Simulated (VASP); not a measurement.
# Nb2PdSe5 (Immm) in VASP: notebook, part 3 of 3

VASP 6.6.1. The steps go on from the part before.

## 4. Single point, PBE, collinear spin

This run uses another cell than the first one, of 22.26 Å³/atom.

INCAR

```
SYSTEM = Nb2PdSe5
PREC = Accurate
ENCUT = 520
EDIFF = 1E-6
ISMEAR = 0
SIGMA = 0.1
LREAL = .FALSE.
LASPH = .TRUE.
NELM = 150
ALGO = Normal
ISIF = 2
LWAVE = .FALSE.
LCHARG = .FALSE.
ISPIN = 2
MAGMOM = 0 0 1 0 0 0 0 0
LORBIT = 11
LMAXMIX = 4
GGA = PE
NBANDS = 47
```

KPOINTS

```
Automatic mesh
0
G
  4 4 4
  0 0 0
```

POSCAR

```
Nb2PdSe5
1.0
   -2.6526612386      3.1536408024      5.3224999174
    2.6526612386     -3.1536408024      5.3224999174
    2.6526612386      3.1536408024     -5.3224999174
Nb Pd Se
2 1 5
Direct
    0.0000000000      0.0000000000      0.0000000000
    0.5000000000      0.0000000000      0.5000000000
    0.5000000000      0.5000000000      0.0000000000
    0.5578944545      0.8100720625      0.7478223919
    0.9377503294      0.1899279375      0.7478223919
    0.4421055455      0.1899279375      0.2521776081
    0.0622496706      0.8100720625      0.2521776081
    0.0000000000      0.5000000000      0.5000000000
```

Potentials or basis: VASP PAW PBE potentials, release 64 (Nb_sv, Pd, Se).

The run is started by

```bash
cat potpaw_PBE.64/Nb_sv/POTCAR potpaw_PBE.64/Pd/POTCAR potpaw_PBE.64/Se/POTCAR > POTCAR
mpirun -np 1 vasp_std > vasp.out
```

OUTCAR:

```text
SYSTEM = Nb2PdSe5
   PREC = Accurate
   ENCUT = 520
   EDIFF = 1E-6
   ISMEAR = 0
   LREAL = .FALSE.
   LASPH = .TRUE.
   NELM = 150
   ISIF = 2
   ISPIN = 2
   LORBIT = 11
   GGA = PE

 ion  position               nearest neighbor table
   1  0.000  0.000  0.000-   4 2.57   6 2.57   7 2.57   5 2.57   8 2.65   8 2.65
   2  0.500  0.000  0.500-   4 2.56   6 2.56   7 2.56   5 2.56   3 2.65   3 2.65
   3  0.500  0.500  0.000-   2 2.65   2 2.65
   4  0.558  0.810  0.748-   2 2.56   1 2.57
   5  0.938  0.190  0.748-   2 2.56   1 2.57
   6  0.442  0.190  0.252-   2 2.56   1 2.57
   7  0.062  0.810  0.252-   2 2.56   1 2.57
   8  0.000  0.500  0.500-   1 2.65   1 2.65

  LATTYP: Found a body centered orthorhombic cell.
 ALAT       =     5.3053224772
 B/A-ratio  =     1.1888592318
 C/A-ratio  =     2.0064755499

  Lattice vectors:

 A1 = (  -2.6526612386,   3.1536408024,   5.3224999174)
 A2 = (   2.6526612386,  -3.1536408024,   5.3224999174)
 A3 = (   2.6526612386,   3.1536408024,  -5.3224999174)

Analysis of symmetry for initial positions (statically):
=====================================================================
 Subroutine PRICEL returns:
 Original cell was already a primitive cell.

 Routine SETGRP: Setting up the symmetry group for a
 body centered orthorhombic supercell.

 Subroutine GETGRP returns: Found  8 space group operations
 (whereof  8 operations were pure point group operations)
 out of a pool of  8 trial point group operations.

The static configuration has the point symmetry D_2h.

Analysis of symmetry for dynamics (positions and initial velocities):
=====================================================================
 Subroutine PRICEL returns:
 Original cell was already a primitive cell.

 Routine SETGRP: Setting up the symmetry group for a
 body centered orthorhombic supercell.

 Subroutine GETGRP returns: Found  8 space group operations
 (whereof  8 operations were pure point group operations)
 out of a pool of  8 trial point group operations.

The dynamic configuration has the point symmetry D_2h.

Analysis of structural, dynamic, and magnetic symmetry:
=====================================================================
 Subroutine PRICEL returns:
 Original cell was already a primitive cell.

 Routine SETGRP: Setting up the symmetry group for a
 body centered orthorhombic supercell.

 Subroutine GETGRP returns: Found  8 space group operations
 (whereof  8 operations were pure point group operations)
 out of a pool of  8 trial point group operations.

The overall configuration has the point symmetry D_2h.

 Subroutine INISYM returns: Found  8 space group operations
 (whereof  8 operations are pure point group operations),
 and found     1 'primitive' translations

----------------------------------------------------------------------------------------

                                     Primitive cell

  volume of cell :     178.1024

  direct lattice vectors                    reciprocal lattice vectors
    -2.652661239  3.153640802  5.322499917     0.000000000  0.158546909  0.093940819
     2.652661239 -3.153640802  5.322499917     0.188489956  0.000000000  0.093940819
     2.652661239  3.153640802 -5.322499917     0.188489956  0.158546909  0.000000000

  length of vectors
     6.731349592  6.731349592  6.731349592     0.184287817  0.210602329  0.246303848
[... 99 lines left out ...]
   EMIN   =  10.00;   EMAX   =-10.00  energy-range for DOS
   EFERMI =   0.00;   METHOD = LEGACY
   ISMEAR =     0;   SIGMA  =   0.10  broadening in eV -4-tet -1-fermi 0-gaus
   EFERMI_NEDOS =   21; number of points for ismear=-14 and -15
   IALGO  =     38    algorithm
   IMIX   =      4    mixing-type and parameters
     AMIX     =   0.40;   BMIX     =  1.00
     AMIX_MAG =   1.60;   BMIX_MAG =  1.00
  volume/ion in A,a.u.               =      22.26       150.24
  Fermi-wavevector in a.u.,A,eV,Ry     =   1.175889  2.222108 18.812972  1.382714
  Thomas-Fermi vector in A             =   2.312262
   LORBIT       =     11    0 simple, 1 ext, 2 COOP (PROOUT), +10 PAW based schemes
   GGA     = PE    functional components
   LHFCALC =     F    Hartree Fock is set to
   AEXX    =    0.0000 exact exchange contribution
   IVDW    =     0    specifies the selected vdW correction
   LEPSILON=     F    determine dielectric tensor
   LRPA    =     F    only Hartree local field effects (RPA)
 spin polarized calculation
 Gauss-broadening in eV      SIGMA  =   0.10
  energy-cutoff  :      520.00
  volume of cell :      178.10
 maximum number of plane-waves:      4820
   NGX = 25   NGY = 25   NGZ = 25

 number of electron      65.9999998 magnetization       0.0025594

 Free energy of the ion-electron system (eV)
  ---------------------------------------------------
  ext. energy  EPLUGINS =         0.00000000
  ---------------------------------------------------
  free energy    TOTEN  =       -44.62048375 eV

  energy without entropy =      -44.59569822  energy(sigma->0) =      -44.60809099

 E-fermi :   5.4463     XC(G=0): -10.3076

 val. band max:        5.4018314762   @ k =   0.2500   0.2500   0.2500
 cond. band min:       5.4497567151   @ k =  -0.2500   0.5000   0.2500
 fundamental gap:      0.0479252389
 Fermi energy:         5.4463388050

 spin component 1

 k-point     1 :       0.0000    0.0000    0.0000
  band No.  band energies     occupation
      1     -49.9429      1.00000
      2     -49.6507      1.00000
      3     -26.1298      1.00000
      4     -26.1189      1.00000
      5     -25.9619      1.00000
      6     -25.7576      1.00000
[... 853 lines left out ...]
     44       9.8917      0.00000
     45      10.0661      0.00000
 Fermi energy:         5.4463388050

 spin component 2

 k-point     1 :       0.0000    0.0000    0.0000
  band No.  band energies     occupation
      1     -49.9430      1.00000
      2     -49.6498      1.00000
      3     -26.1297      1.00000
      4     -26.1189      1.00000
      5     -25.9619      1.00000
      6     -25.7569      1.00000
[... 853 lines left out ...]
     44       9.8928      0.00000
     45      10.0669      0.00000
 [bands above 45 left out]

------------------------ aborting loop because EDIFF is reached ----------------------------------------

  FORCE on cell =-STRESS in cart. coord.  units (eV):
  Direction    XX          YY          ZZ          XY          YZ          ZX
  --------------------------------------------------------------------------------------
  -------------------------------------------------------------------------------------
  Total        1.4224568      0.2249086     -0.0364502     -0.0000000      0.0000000      0.0000000
  in kB       12.7961696      2.0232377     -0.3278995     -0.0000000      0.0000000      0.0000000
  external PRESSURE =       4.8305026 kB  Pullay stress =       0.0000000 kB

 VOLUME and BASIS-vectors are now :
 -----------------------------------------------------------------------------
  energy-cutoff  :      520.00
  volume of cell :      178.10
      direct lattice vectors                 reciprocal lattice vectors
    -2.652661239  3.153640802  5.322499917     0.000000000  0.158546909  0.093940819
     2.652661239 -3.153640802  5.322499917     0.188489956  0.000000000  0.093940819
     2.652661239  3.153640802 -5.322499917     0.188489956  0.158546909  0.000000000

 POSITION                                       TOTAL-FORCE (eV/Angst)
 -----------------------------------------------------------------------------------
      0.00000      0.00000      0.00000        -0.000000     -0.000000     -0.000000
      0.00000      3.15364      0.00000        -0.000000     -0.000000     -0.000000
      0.00000      0.00000      5.32250        -0.000000     -0.000000     -0.000000
      2.65266      1.56309      3.30072        -0.000000     -0.043490      0.155013
      0.00000      4.71673      2.02178         0.000000     -0.043490     -0.155013
      0.00000      1.59056      2.02178         0.000000      0.043490     -0.155013
      2.65266     -1.56309      3.30072        -0.000000      0.043490      0.155013
      2.65266      0.00000      0.00000        -0.000000     -0.000000     -0.000000
 -----------------------------------------------------------------------------------
    total drift:                                0.000000     -0.000000     -0.000000

  FREE ENERGIE OF THE ION-ELECTRON SYSTEM (eV)
  ---------------------------------------------------
  free  energy   TOTEN  =       -44.6204837544 eV

  energy  without entropy=      -44.5956982238  energy(sigma->0) =      -44.60809099

 total charge

# of ion       s       p       d       tot
------------------------------------------
    1        2.161   6.024   2.378  10.563
    2        2.189   6.011   2.437  10.637
    3        0.348   0.207   8.627   9.183
    4        1.502   2.241   0.052   3.794
    5        1.502   2.241   0.052   3.794
    6        1.502   2.241   0.052   3.794
    7        1.502   2.241   0.052   3.794
    8        1.467   2.279   0.026   3.772
--------------------------------------------------
tot         12.172  23.485  13.676  49.332

 magnetization (x)

# of ion       s       p       d       tot
------------------------------------------
    1       -0.000  -0.000  -0.000  -0.000
    2        0.000   0.000   0.001   0.001
    3        0.000   0.000   0.000   0.000
    4        0.000  -0.000   0.000  -0.000
    5        0.000  -0.000   0.000  -0.000
    6        0.000  -0.000   0.000  -0.000
    7        0.000  -0.000   0.000  -0.000
    8       -0.000  -0.000   0.000  -0.000
--------------------------------------------------
tot          0.000   0.000   0.001   0.001
```

Run time: 4.2 min. Hardware: 1 thread of Intel Xeon 6975P-C (Granite Rapids), shared host; peak memory 0.58 GiB.

What came out:

```
Free energy                                           : -44.6205 eV
Pressure                                              : 0.5 GPa
Largest force                                         : 0.161 eV/Å
Band gap on the k mesh                                : zero (filled and empty bands overlap)
Net moment                                            : 0.00 μB per cell
Valence electrons inside the program's atomic spheres : Nb 10.56, 10.64; Pd 9.18; Se 3.79, 3.77 (each value once)
```

Forces on the atoms (eV/Å):
```
Nb   0.000  0.000  0.000
Nb   0.000  0.000  0.000
Pd   0.000  0.000  0.000
Se   0.000 -0.043  0.155
Se   0.000 -0.043 -0.155
Se   0.000  0.043 -0.155
Se   0.000  0.043  0.155
Se   0.000  0.000  0.000
```

Levels at points of the mesh, in eV from the Fermi level:
Spin up:
| k point | band 29 | band 30 | band 31 | band 32 | band 33 | band 34 | band 35 | band 36 | band 37 | band 38 |
| --- | --- | --- | --- | --- | --- | --- | --- | --- | --- | --- |
| (0.00, 0.00, 0.00) | -1.09 | -0.52 | -0.17 | 0.03 | 0.20 | 0.21 | 0.35 | 0.44 | 0.97 | 1.53 |
| (0.50, 0.00, 0.00) | -1.58 | -1.44 | -0.91 | -0.40 | 0.22 | 0.34 | 1.00 | 1.46 | 1.55 | 1.56 |
| (0.00, 0.50, 0.00) | -1.30 | -0.58 | -0.45 | -0.43 | -0.12 | 0.13 | 0.81 | 0.88 | 0.92 | 1.37 |
| (0.50, 0.50, 0.00) | -1.32 | -1.28 | -1.19 | -0.21 | -0.12 | -0.05 | 0.68 | 0.73 | 1.53 | 1.63 |
| (0.50, 0.50, 0.50) | -1.32 | -1.30 | -1.21 | -0.92 | -0.84 | 0.17 | 0.78 | 1.33 | 1.55 | 1.82 |
Spin down:
| k point | band 30 | band 31 | band 32 | band 33 | band 34 | band 35 | band 36 | band 37 |
| --- | --- | --- | --- | --- | --- | --- | --- | --- |
| (0.00, 0.00, 0.00) | -0.52 | -0.17 | 0.03 | 0.20 | 0.21 | 0.35 | 0.44 | 0.97 |
| (0.50, 0.00, 0.00) | -1.44 | -0.91 | -0.40 | 0.22 | 0.34 | 1.00 | 1.46 | 1.55 |
| (0.00, 0.50, 0.00) | -0.58 | -0.45 | -0.43 | -0.11 | 0.13 | 0.81 | 0.88 | 0.92 |
| (0.50, 0.50, 0.00) | -1.28 | -1.19 | -0.21 | -0.12 | -0.05 | 0.68 | 0.74 | 1.53 |
| (0.50, 0.50, 0.50) | -1.30 | -1.21 | -0.92 | -0.84 | 0.17 | 0.78 | 1.33 | 1.55 |

The gap in the log of VASP goes by the Fermi energy; the results here count the filled bands.